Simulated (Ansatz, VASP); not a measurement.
# One calculation of Pt2C3, two programs

File INCAR:

```
SYSTEM = Pt2C3
ALGO = Normal
EDIFF = 1E-6
EDIFFG = -0.04
ENCUT = 600
GGA = PE
IBRION = 2
ISIF = 3
ISMEAR = 0
LASPH = .TRUE.
LCHARG = .FALSE.
LREAL = .FALSE.
LWAVE = .FALSE.
NELM = 60
NSW = 90
PREC = Accurate
SIGMA = 0.1
```

Contents of KPOINTS:

```
k-points
0
G
  6 6 4
  0 0 0
```

The input POSCAR:

```
Pt2C3
1.0
    3.3782535096      0.0000000000      0.0000000000
   -1.6891267548      2.9256533597      0.0000000000
    0.0000000000      0.0000000000      5.2560137091
Pt C
2 3
Direct
    0.3333333333      0.6666666667      0.2450000000
    0.6666666667      0.3333333333      0.7550000000
    0.0000000000      0.0000000000      0.0000000000
    0.3333333333      0.6666666667      0.6450000000
    0.6666666667      0.3333333333      0.3550000000
```

Input for Ansatz:

```yaml
crystal:
  lattice:
    - [3.3782535096, 0.0, 0.0]
    - [-1.6891267548, 2.9256533597, 0.0]
    - [0.0, 0.0, 5.2560137091]
  atoms:
    - { symbol: Pt, position: [0.3333333333, 0.6666666667, 0.245] }
    - { symbol: Pt, position: [0.6666666667, 0.3333333333, 0.755] }
    - { symbol: C, position: [0.0, 0.0, 0.0] }
    - { symbol: C, position: [0.3333333333, 0.6666666667, 0.645] }
    - { symbol: C, position: [0.6666666667, 0.3333333333, 0.355] }
basis:
  ecutwfc: 420
kpoints:
  mp_grid: { grid: [6, 6, 4] }
hamiltonian:
  xc: pbe
scf:
  occupations: { method: gaussian, width: 0.1 }
  lower_state_search: "off"
output:
  forces: true
  stress: true
  eigenvalues: true
relax:
  adjacent_minimum: "off"
  f_tol: 0.04
  max_steps: 70
  cell: { stress_tol: 0.4 }
```

Alike in both runs: task relaxation of cell and atoms; functional PBE; k mesh 6 × 6 × 4; occupations gaussian, width 0.1 eV; no spin polarisation.

|  | VASP | Ansatz |
| --- | --- | --- |
| version | VASP 6.6.1 | Ansatz 0.2.0 |
| potentials or method | VASP PAW PBE potentials, release 64 (Pt, C), cutoff 600 eV | scalar-relativistic, plane waves, PAW |
| valence electrons in the cell | 32 | 48 |

```tsv
	VASP	Ansatz	Ansatz less VASP
gap on the k mesh at the Fermi level, each at its own relaxed structure (eV)	none	none	-
relaxed volume (Å³/atom)	10.83	10.82	-0.008
relaxed cell length with the largest relative difference (Å)	5.642	5.640	-0.0017
```

A gap of «none» marks a metal or a gap that the smearing closes. VASP's potentials hold 32 valence electrons a cell and Ansatz's 48, so a difference there can come from the potentials and not from the codes.

Neither program's run includes spin-orbit coupling.
